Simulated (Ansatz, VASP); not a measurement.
## Y: VASP beside Ansatz

Contents of INCAR:

```
SYSTEM = Y
PREC = Accurate ; ENCUT = 600
EDIFF = 1E-6 ; ISMEAR = -1
SIGMA = 0.08 ; LREAL = .False.
LASPH = .True. ; NELM = 80
ALGO = Normal ; ISIF = 3
LWAVE = .False. ; LCHARG = .False.
GGA = PE ; IBRION = 2
NSW = 100 ; EDIFFG = -0.005
```

KPOINTS

```
Automatic mesh
0
Gamma
  11 11 11
  0 0 0
```

POSCAR

```
Y
1.0
    3.2195088072      0.0000000000      0.0000000000
    0.0000000000      3.2195088072      0.0000000000
    0.0000000000      0.0000000000      3.2195088072
Y
1
Direct
    0.0000000000      0.0000000000      0.0000000000
```

Input for Ansatz:

```yaml
crystal:
  lattice:
    - [3.2195088072, 0.0, 0.0]
    - [0.0, 3.2195088072, 0.0]
    - [0.0, 0.0, 3.2195088072]
  atoms:
    - { symbol: "Y", position: [0.0, 0.0, 0.0] }
kpoints:
  mp_grid: { grid: [11, 11, 11] }
scf:
  occupations: { method: fermi_dirac, width: 0.08 }
hamiltonian:
  xc: pbe
  pseudopotentials: { kind: paw }
output:
  forces: true
  stress: true
relax:
  f_tol: 0.005
  max_steps: 80
  cell: {}
```

Alike in both runs: task relaxation of cell and atoms; functional PBE; k mesh 11 × 11 × 11; occupations fermi-dirac, width 0.08 eV; no spin polarisation.

|  | VASP | Ansatz |
| --- | --- | --- |
| version | VASP 6.6.1 | Ansatz 0.2.0 |
| potentials or method | VASP PAW PBE potentials, release 64 (Y_sv) | PAW with Ansatz's default frozen-core files, scalar-relativistic |
| plane-wave cutoff (eV) | 600 | 420 |
| valence electrons in the cell | 11 | 11 |

VASP gave:

| Quantity | Value |
| --- | --- |
| relaxed volume (Å³/atom) | 34.81 |
| relaxed length of the cell vector where the two differ most in proportion (Å) | 3.265 |

Which values does Ansatz return?

Relaxed volume (Å³/atom): 34.83; relaxed length of the cell vector where the two differ most in proportion (Å): 3.266.
